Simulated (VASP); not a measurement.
Wanted: the native input for a VASP 6.6.1 run.

```
Task                   : single point
Functional             : PBE
Potentials or basis    : VASP PAW PBE potentials, release 64 (Ga_d, P)
Cutoff                 : 500 eV
k mesh                 : 6 × 4 × 6
Occupations            : gaussian, width 0.1 eV
Spin                   : no spin polarisation
Dipole correction      : no
Further INCAR settings : ALGO = Normal; EDIFF = 1e-06; NBANDS = 26
```

The structure of GaP lies in POSCAR:

```
GaP
1.0
    3.8937583037      0.0000000000      0.0000000000
    0.0000000000      5.5066057869      0.0000000000
    0.0000000000      0.0000000000      3.8937583037
Ga P
2 2
Direct
    0.0000000000      0.0000000000      0.0000000000
    0.5000000000      0.5000000000      0.4999921000
    0.5000000000      0.2500000000      0.0000000000
    0.0000000000      0.7500000000      0.4999921000
```

These files were run (other wordings do the same):

INCAR

```
SYSTEM = GaP
  ALGO = Normal
  EDIFF = 1E-6
  ENCUT = 500
  GGA = PE
  GGA_COMPAT = .False.
  ISIF = 2
  ISMEAR = 0
  LASPH = .True.
  LCHARG = .False.
  LREAL = .False.
  LWAVE = .False.
  NBANDS = 26
  NELM = 120
  PREC = Accurate
  SIGMA = 0.1
```

KPOINTS

```
k-points
0
Gamma
  6 4 6
  0 0 0
```

Potentials or basis: VASP PAW PBE potentials, release 64 (Ga_d, P).

Command:

```console
$ cat potpaw_PBE.64/Ga_d/POTCAR potpaw_PBE.64/P/POTCAR > POTCAR
$ mpirun -np 1 vasp_std > vasp.out
```

It gave:

```yaml
Pressure: -0.1 GPa
Band_gap_on_the_k_mesh: 1.57 eV
```

Wall time 74 s on 1 thread of Intel Xeon 8259CL, with other jobs on the host, peak memory 0.2 GiB.
